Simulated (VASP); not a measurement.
The system is Au.

```xyz
1
Lattice="2.6639 0.0000 0.0000 -1.3319 2.3070 0.0000 0.0000 0.0000 2.6162" Properties=species:S:1:pos:R:3 pbc="T T T"
Au    0.0000    0.0000    0.0000
```

Base run:

```yaml
Program: VASP 6.6.1
Functional: LDA
Potentials_or_basis: VASP PAW LDA potentials, release 64 (Au_sv_GW)
Cutoff: 500 eV
k_mesh: 16 × 16 × 15
Occupations: fermi-dirac, width 0.1 eV
Spin: no spin polarisation
```

Its results: pressure 22.2 GPa.

Question: The run is repeated on the same cell with these changes: potentials or basis from VASP PAW LDA potentials, release 64 (Au_sv_GW) to VASP PAW LDA potentials, release 64 (Au); cutoff from 500 eV to 520 eV; further incar settings from ALGO = Normal; EDIFF = 1e-06; NBANDS = 16 to ALGO = Normal; EDIFF = 1e-06; NBANDS = 12; valence electrons from 19 to 11. What comes out?

Answer: Pressure 23.7 GPa.
